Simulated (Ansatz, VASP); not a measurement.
# LiCl in VASP and in Ansatz

```
Li Cl
1.0
     3.58756    0.00000   -0.37218
     0.00000    6.06264    0.00000
    -1.46506    0.00000    3.29772
Li Cl
2 2
Direct
  0.35664 0.24997 0.77844
  0.35664 0.75003 0.77844
  0.69021 0.50000 0.44970
  0.02485 0.00000 0.11449
```

Alike in both runs: functional PBE; k mesh 4 × 4 × 4; occupations gaussian, width 0.1 eV; no spin polarisation.

Ansatz relaxed the structure, and its values are those at the end. VASP's run is a single point on that final structure, the one shown.

```csv
,VASP,Ansatz
version,VASP 6.6.1,Ansatz 0.2.0
potentials or method,"VASP PAW PBE potentials, release 64 (Li_sv, Cl), cutoff 520 eV","scalar-relativistic, plane waves, PAW"
valence electrons in the cell,20,20
```

|  | VASP | Ansatz | Ansatz less VASP |
| --- | --- | --- | --- |
| gap on the k mesh at the Fermi level (eV) | 6.22 | 6.21 | -0.013 |
| least direct gap on the mesh (eV) | 6.22 | 6.21 | -0.013 |
| rms of the force components (eV/Å) | 0.006 | 0.006 | 0.0000 |

With one functional, cell and mesh, what is left measures potentials, basis and numerics.

The k mesh is coarse, so the values compare programs but aren't converged. Noted on VASP's run: the cutoff is short for stress, so the pressure is rough.
